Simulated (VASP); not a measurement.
**Ru: single point with RPBE**

Crystal: Ru.

```
CELL_PARAMETERS angstrom
2.59225 0.00000 0.00000
0.00000 2.59225 0.00000
0.00000 0.00000 2.59225
ATOMIC_POSITIONS crystal
Ru 0.00000 0.00000 0.00000
```

This cell differs from its parent crystal: volume scaled by 1.08.

- Program: VASP 6.6.1
- Task: single point
- Functional: RPBE
- Potentials or basis: VASP PAW PBE potentials, release 64 (Ru_pv)
- Cutoff: 520 eV
- k mesh: 14 × 14 × 14
- Occupations: fermi-dirac, width 0.1 eV
- Spin: no spin polarisation

```json
{
 "Pressure": "-13.0 GPa",
 "Band gap on the k mesh": "zero (band 7 reaches 12.26 eV, above the bottom of band 8 at 8.43 eV)"
}
```

Levels at points of the mesh, in eV from the Fermi level:
```tsv
k point	band 4	band 5	band 6	band 7	band 8	band 9	band 10	band 11
(0.00, 0.00, 0.00)	-6.52	-4.64	-4.64	1.38	1.38	1.38	11.19	15.97
(0.50, 0.00, 0.00)	-3.99	-3.98	-0.83	-0.83	-0.04	1.60	6.51	11.20
(0.50, 0.50, 0.00)	-5.21	-3.17	-0.40	-0.40	3.02	5.40	5.40	11.19
(0.50, 0.50, 0.50)	-4.03	-4.03	-4.03	3.16	3.16	9.41	11.19	11.67
```

Run time: 9.6 s on 1 thread of Intel Xeon 6975P-C, on a shared host, peak memory 0.14 GiB.

Caveat: the PAW data sets were made with another functional, which shifts forces and pressure a little.
